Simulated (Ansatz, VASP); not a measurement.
**VGe: VASP beside Ansatz**

File INCAR:

```
PREC = Accurate
ENCUT = 600
EDIFF = 1E-6
ISMEAR = -1
SIGMA = 0.05
LREAL = False
LASPH = True
NELM = 60
ALGO = Normal
ISIF = 3
LWAVE = False
LCHARG = False
GGA = PE
IBRION = 2
NSW = 60
EDIFFG = -0.005
```

KPOINTS

```
regular mesh
0
Gamma
  13 13 13
```

POSCAR

```
VGe
1.0
    0.0000000000      2.8778344937      2.8778344937
    2.8778344937      0.0000000000      2.8778344937
    2.8778344937      2.8778344937      0.0000000000
V Ge
1 1
Direct
    0.0000000000      0.0000000000      0.0000000000
    0.2500000000      0.2500000000      0.2500000000
```

Input for Ansatz:

```yaml
crystal:
  lattice:
    - [0.0, 2.8778344937, 2.8778344937]
    - [2.8778344937, 0.0, 2.8778344937]
    - [2.8778344937, 2.8778344937, 0.0]
  atoms:
    - { symbol: V, position: [0.0, 0.0, 0.0] }
    - { symbol: Ge, position: [0.25, 0.25, 0.25] }
kpoints:
  mp_grid: { grid: [13, 13, 13] }
scf:
  occupations: { method: fermi_dirac, width: 0.05 }
hamiltonian:
  xc: pbe
  pseudopotentials: { kind: paw }
output:
  forces: true
  stress: true
relax:
  f_tol: 0.005
  max_steps: 40
  cell: {}
```

Alike in both runs: task relaxation of cell and atoms; functional PBE; k mesh 13 × 13 × 13; occupations fermi-dirac, width 0.05 eV; no spin polarisation.

```csv
,VASP,Ansatz
version,VASP 6.6.1,Ansatz 0.2.0
potentials or method,"VASP PAW PBE potentials, release 64 (V_sv, Ge_d)","PAW with Ansatz's default frozen-core files, scalar-relativistic"
plane-wave cutoff (eV),600,420
valence electrons in the cell,27,27
```

Ansatz gave:

- relaxed volume (Å³/atom): 22.11
- relaxed cell length with the largest relative difference (Å): 3.969

Q: Which values does VASP return?

A: Relaxed volume (Å³/atom): 22.13; relaxed cell length with the largest relative difference (Å): 3.970.
